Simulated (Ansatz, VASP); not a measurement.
## Two plane-wave programs on ScAl

```xyz
2
Lattice="3.3351 0.0000 0.0000 0.0000 3.3351 0.0000 0.0000 0.0000 3.3351" Properties=species:S:1:pos:R:3 pbc="T T T"
Sc    1.6675    1.6675    1.6675
Al    0.0000    0.0000    0.0000
```

Alike in both runs: task single point; functional r2SCAN; k mesh 12 × 12 × 12; occupations gaussian, width 0.1 eV; no spin polarisation.

```csv
,VASP,Ansatz
version,VASP 6.6.1,Ansatz 0.2.0
potentials or method,"VASP PAW PBE potentials, release 64 (Sc_sv, Al), cutoff 520 eV","scalar-relativistic, plane waves, PAW"
valence electrons in the cell,14,14
```

```tsv
	VASP	Ansatz	Ansatz less VASP
gap on the k mesh at the Fermi level (eV)	none	none	-
pressure (GPa)	2.9	2.7	-0.23
```

VASP's potentials were made for PBE, not for r2SCAN. A gap of «none» marks a metal or a gap that the smearing closes.
